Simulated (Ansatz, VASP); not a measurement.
Ge: VASP beside Ansatz

```
Ge
1.0
     1.48805   -2.59469    0.00000
     1.48805    2.59469    0.00000
     0.00000    0.00000    4.72760
Ge
2
Direct
  0.33345 0.66655 0.25000
  0.66655 0.33345 0.75000
```

Alike in both runs: task relaxation of cell and atoms; functional revPBE; k mesh 10 × 10 × 6; occupations fermi-dirac, width 0.05 eV; no spin polarisation.

```csv
,VASP,Ansatz
version,VASP 6.6.1,Ansatz 0.2.0
potentials or method,"VASP PAW PBE potentials, release 64 (Ge_d), cutoff 600 eV","all-electron LAPW, scalar-relativistic"
```

Ansatz gave:

| Property | Result |
| --- | --- |
| relaxed volume (Å³/atom) | 19.64 |
| relaxed cell length with the largest relative difference (Å) | 4.916 |

Problem. What did VASP give for the same quantities?

Solution. Relaxed volume (Å³/atom): 19.69; relaxed cell length with the largest relative difference (Å): 4.917.

VASP's potentials were made for PBE, not for revPBE. Ansatz ran all-electron here, and VASP with PAW potentials.
